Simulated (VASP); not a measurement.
Input of a VASP 6.6.1 run:

Contents of INCAR:

```
SYSTEM = Ti3C2
PREC     = Accurate       ! precision mode
ENCUT    = 520            ! plane-wave cutoff, eV
EDIFF    = 1E-8           ! SCF threshold, eV
ISMEAR   = -1             ! smearing method
SIGMA    = 0.15           ! smearing width, eV
LREAL    = .FALSE.        ! projectors in reciprocal space
LASPH    = .TRUE.         ! aspherical terms in the spheres
NELM     = 60             ! most SCF steps
ALGO     = Normal         ! electronic algorithm
ISIF     = 2              ! what is computed and relaxed
LWAVE    = .FALSE.        ! write WAVECAR
LCHARG   = .FALSE.        ! write CHGCAR
GGA      = CA             ! functional
LEFG     = .TRUE.       
NBANDS   = 55             ! bands
```

The input KPOINTS:

```
regular mesh
0
G
  12 12 4
  0 0 0
```

File POSCAR:

```
Ti3C2
1.0
    3.0183873249      0.0000000000      0.0000000000
   -1.5091936624      2.6140001018      0.0000000000
    0.0000000000      0.0000000000     14.8160138443
Ti C
6 4
Direct
    0.3333333333      0.6666666667      0.8428368705
    0.6666666667      0.3333333333      0.3428368705
    0.6666666667      0.3333333333      0.1571631295
    0.3333333333      0.6666666667      0.6571631295
    0.0000000000      0.0000000000      0.0000000000
    0.0000000000      0.0000000000      0.5000000000
    0.6666666667      0.3333333333      0.9139367425
    0.3333333333      0.6666666667      0.4139367425
    0.6666666667      0.3333333333      0.5860632575
    0.3333333333      0.6666666667      0.0860632575
```

Potentials or basis: VASP PAW LDA potentials, release 64 (Ti_sv, C).

Run with:

```console
$ cat potpaw_LDA.64/Ti_sv/POTCAR potpaw_LDA.64/C/POTCAR > POTCAR
$ mpirun -np 1 vasp_std > vasp.out
```

(1) What does it give for the pressure?

(2) Estimate the largest force.

(3) What does it give for the band gap on the k mesh?

Results:

(1) 0.6 GPa.

(2) 0.056 eV/Å.

(3) zero (bands 44 and 45 overlap by 0.66 eV).

Caveat: without QUAD_EFG the Cq values of the log hold for a quadrupole moment of 1 mb, not for the nuclei.
